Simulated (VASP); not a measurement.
The system is Lu.

```xyz
4
Lattice="4.9000 0.0000 0.0000 0.0000 4.9000 0.0000 0.0000 0.0000 4.9000" Properties=species:S:1:pos:R:3 pbc="T T T"
Lu    0.0000    0.0000    0.0000
Lu    0.0000    2.4500    2.4500
Lu    2.4500    0.0000    2.4500
Lu    2.4500    2.4500    0.0000
```

This isn't the form of Lu at room conditions, which is hcp.

* Program: VASP 6.6.1
* Task: relaxation of volume and atoms at fixed shape
* Functional: PBEsol
* Potentials or basis: VASP PAW PBE potentials, release 64 (Lu)
* Cutoff: 600 eV
* k mesh: 5 × 5 × 5
* Occupations: methfessel-paxton, width 0.1 eV
* Spin: no spin polarisation

At the start: pressure -3.1 GPa; volume 29.41 Å³/atom.

Task: How do energy, volume and symmetry change on relaxing?

Result: Over 4 steps the energy falls by 23.2 meV/atom and the volume is 27.24 Å³/atom (-7.4 %); space group Fm-3m (No. 225, to 0.1 Å) before and after.

The path:
```tsv
step	energy change (eV)	largest force (eV/Å)	pressure (GPa)	volume (Å³)
1	0.0000	0.0000	-3.15	117.65
2	-0.0921	0.0000	0.13	108.08
3	-0.0925	0.0000	0.21	108.42
4	-0.0926	0.0000	0.00	108.94
```

Final structure:
```
CELL_PARAMETERS angstrom
4.77604 0.00000 0.00000
0.00000 4.77604 0.00000
0.00000 0.00000 4.77604
ATOMIC_POSITIONS crystal
Lu 0.00000 0.00000 0.00000
Lu 0.00000 0.50000 0.50000
Lu 0.50000 0.00000 0.50000
Lu 0.50000 0.50000 0.00000
```

Caveat: the PAW data sets were made with another functional, which shifts forces and pressure a little.
